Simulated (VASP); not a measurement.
Runs of VASP 6.6.1 on In. The structure is that of space group Im-3m (No. 229), or close to it. The cells are those of the table. 

```csv
level,spin,cell,k mesh,cutoff (eV),gap on the mesh (eV),pressure (GPa)
PBE,off,"a = 3.340 Å, angles 109.5°, 1 atom",16 × 16 × 16,520,none,-1.0
PBE,off,"a = 3.372 Å, angles 109.5°, 1 atom",16 × 16 × 16,520,none,-1.8
PBE,off,"a = 3.240 Å, angles 109.5°, 1 atom",16 × 16 × 16,500,none,(c)
PBEsol,off,"a = 3.319 Å, angles 109.5°, 1 atom",16 × 16 × 16,520,none,-3.0
PBE,off,"a = 3.302 Å, angles 109.5°, 1 atom",16 × 16 × 16,500,none,0.2
PBE,off,"a = 3.202, b = 3.290 Å, angles 108.9, 109.6, 108.9°, 1 atom",14 × 14 × 14,520,none,(a)
PBE,off,"a = 3.170 Å, angles 109.5°, 1 atom",16 × 16 × 16,520,none,5.9
PBE,"collinear, ferromagnetic start","a = 3.308 Å, angles 109.5°, 1 atom",16 × 16 × 16,520,none,(b)
```

Alike in all rows: task single point; potentials or basis VASP PAW PBE potentials, release 64 (In_d); smearing gaussian 0.1 eV.

Task: Fill in the values left out.

Result: (a) 2.1; (b) 0.0; (c) 2.5.

Caveats: spin-orbit coupling is left out, which moves the levels of the heavy elements; the PAW data sets were made with another functional, which shifts forces and pressure a little (some runs).

A k mesh can miss the band edges, and the runs leave out spin-orbit coupling on In.

A gap of «none» marks levels without a gap at the run's occupations.
